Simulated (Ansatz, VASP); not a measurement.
One calculation of Ti3C, two programs

```xyz
8
Lattice="0.0000 4.1901 0.0000 -1.5406 -2.0950 4.5447 6.1626 0.0000 0.0000" Properties=species:S:1:pos:R:3 pbc="T T T"
Ti    3.0813    2.0950    0.0000
Ti    0.0000    2.0950    0.0000
Ti    0.0000    2.0950    3.1145
Ti    3.0813    2.0950    3.1145
Ti    1.5406    0.0000    1.4302
Ti    4.6219    0.0000    1.4302
C     3.0813    4.1901    0.0000
C     4.6219   -2.0950    4.5447
```

Alike in both runs: task single point; functional PBE; k mesh 6 × 6 × 4; occupations gaussian, width 0.2 eV; no spin polarisation.

```csv
,VASP,Ansatz
version,VASP 6.6.1,Ansatz 0.2.0
potentials or method,"VASP PAW PBE potentials, release 64 (Ti_sv, C), cutoff 520 eV","scalar-relativistic, plane waves, PAW"
valence electrons in the cell,80,80
```

```tsv
	VASP	Ansatz	Ansatz less VASP
gap on the k mesh at the Fermi level (eV)	none	none	-
pressure (GPa)	0.1	0.1	-0.04
traceless stress, the component that is largest in VASP (GPa)	0.12	0.11	-0.005
rms of the force components (eV/Å)	0.021	0.012	-0.0096
```

Atom by atom the forces differ by 0.010 eV/Å (rms over components). A gap of «none» marks a metal or a gap that the smearing closes. The functional is the same, so the differences come from potentials, cutoffs and numerics.
